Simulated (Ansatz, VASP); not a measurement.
## Sn: VASP beside Ansatz

INCAR

```
SYSTEM = Sn
ALGO = Fast
EDIFF = 1E-7
ENCUT = 520
GGA = PE
ISIF = 2
ISMEAR = 0
LASPH = .TRUE.
LCHARG = .TRUE.
LELF = .TRUE.
LREAL = .FALSE.
LVHAR = .TRUE.
LWAVE = .FALSE.
NBANDS = 21
NELM = 80
PREC = Accurate
SIGMA = 0.1
```

File KPOINTS:

```
k-points
0
G
  14 14 10
  0 0 0
```

POSCAR

```
Sn
1.0
   -3.1162279309      3.1412730001      1.4809536417
    3.1412730001     -3.1162279309      1.4809536417
    2.7634110763      2.7634110763     -1.4349110422
Sn
2
Direct
    0.7572150306      0.2427849694      0.5000000000
   -0.0072150306      0.0072150306      0.0000000000
```

Input for Ansatz:

```yaml
crystal:
  lattice:
    - [-3.1162279309, 3.1412730001, 1.4809536417]
    - [3.1412730001, -3.1162279309, 1.4809536417]
    - [2.7634110763, 2.7634110763, -1.4349110422]
  atoms:
    - { symbol: Sn, position: [0.7572150306, 0.2427849694, 0.5] }
    - { symbol: Sn, position: [-0.0072150306, 0.0072150306, 0.0] }
basis:
  ecutwfc: 420
kpoints:
  mp_grid: { grid: [14, 14, 10] }
hamiltonian:
  xc: pbe
scf:
  occupations: { method: gaussian, width: 0.1 }
output:
  forces: true
  stress: true
  eigenvalues: true
```

Alike in both runs: task single point; functional PBE; k mesh 14 × 14 × 10; occupations gaussian, width 0.1 eV; no spin polarisation.

```csv
,VASP,Ansatz
version,VASP 6.6.1,Ansatz 0.2.0
potentials or method,"VASP PAW PBE potentials, release 64 (Sn_d), cutoff 520 eV","scalar-relativistic, plane waves, PAW"
valence electrons in the cell,28,28
```

```csv
,VASP,Ansatz,Ansatz less VASP
gap on the k mesh at the Fermi level (eV),none,none,-
pressure (GPa),6.9,7.0,+0.06
"traceless stress, the component that is largest in VASP (GPa)",4.08,4.09,+0.010
rms of the force components (eV/Å),0.270,0.270,-0.0002
```

Atom by atom the forces differ by 0.000 eV/Å (rms over components). A gap of «none» marks a metal or a gap that the smearing closes. The functional is the same, so the differences come from potentials, cutoffs and numerics.
